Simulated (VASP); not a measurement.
The system is C.

```
CELL_PARAMETERS angstrom
0.00000 1.78012 1.78012
1.78012 0.00000 1.78012
1.78012 1.78012 0.00000
ATOMIC_POSITIONS crystal
C 0.00000 0.00000 0.00000
C 0.25000 0.25000 0.25000
```

Base run:

* Program: VASP 6.6.1
* Functional: PBE0
* Potentials or basis: VASP PAW PBE potentials, release 64 (C)
* Cutoff: 520 eV
* k mesh: 8 × 8 × 8
* Occupations: gaussian, width 0.01 eV
* Spin: no spin polarisation

Its results: band gap on the k mesh 6.06 eV (least direct gap 7.73 eV); pressure -5.0 GPa.

Problem. The run is repeated on the same cell with these changes: functional from PBE0 to HSE06; further incar settings from ALGO = Normal; EDIFF = 1e-07; NBANDS = 11 to ALGO = Normal; EDIFF = 1e-06; NBANDS = 11. What comes out?

Solution. Band gap on the k mesh 5.29 eV (least direct gap 6.99 eV); pressure -4.9 GPa.

Caveats: the cell stands under tension; the PAW data sets were made with another functional, which shifts forces and pressure a little.

A k mesh can miss the band edges.
